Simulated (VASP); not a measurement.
Wanted: the native input for a VASP 6.6.1 run.

| Property | Result |
| --- | --- |
| Task | single point |
| Functional | PBE |
| Potentials or basis | VASP PAW PBE potentials, release 64 (Sn_d, Pb_d, O) |
| Cutoff | 520 eV |
| k mesh | 8 × 8 × 2 |
| Occupations | gaussian, width 0.02 eV |
| Spin | no spin polarisation |
| Dipole correction | no |
| Further INCAR settings | ALGO = Normal; EDIFF = 1e-07; NBANDS = 72 |

The structure of Sn2PbO3 lies in POSCAR:

```
Sn2PbO3
1.0
    3.9238350412      0.0000000000      0.0000000000
    0.0000000000      3.9238350412      0.0000000000
    0.0000000000      0.0000000000     15.9030749170
Sn Pb O
4 2 6
Direct
    0.0000000000      0.5000000000      0.0719113888
    0.0000000000      0.5000000000      0.4124414149
    0.5000000000      0.0000000000      0.9280886112
    0.5000000000      0.0000000000      0.5875585851
    0.0000000000      0.5000000000      0.7372988230
    0.5000000000      0.0000000000      0.2627011770
    0.0000000000      0.0000000000      0.6588898413
    0.0000000000      0.0000000000      0.0000000000
    0.0000000000      0.0000000000      0.3411101587
    0.5000000000      0.5000000000      0.6588898413
    0.5000000000      0.5000000000      0.0000000000
    0.5000000000      0.5000000000      0.3411101587
```

These files were run (other wordings do the same):

INCAR

```
PREC = Accurate
ENCUT = 520
EDIFF = 1E-7
ISMEAR = 0
SIGMA = 0.02
LREAL = False
LASPH = True
NELM = 80
ALGO = Normal
ISIF = 2
LWAVE = False
LCHARG = False
GGA = PE
NBANDS = 72
```

KPOINTS

```
Automatic mesh
0
Gamma
  8 8 2
```

Potentials or basis: VASP PAW PBE potentials, release 64 (Sn_d, Pb_d, O).

The run is started by

```bash
$ cat potpaw_PBE.64/Sn_d/POTCAR potpaw_PBE.64/Pb_d/POTCAR potpaw_PBE.64/O/POTCAR > POTCAR
$ mpirun -np 1 vasp_std > vasp.out
```

Results of the run:

* Pressure: 0.1 GPa
* Largest force: 0.071 eV/Å
* Band gap on the k mesh: 0.68 eV (least direct gap 1.23 eV)

Caveat: spin-orbit coupling is left out, which moves the levels of the heavy elements.

It took 19 min on 1 thread of Intel Xeon 8259CL, with other jobs on the host, peak memory 0.56 GiB.
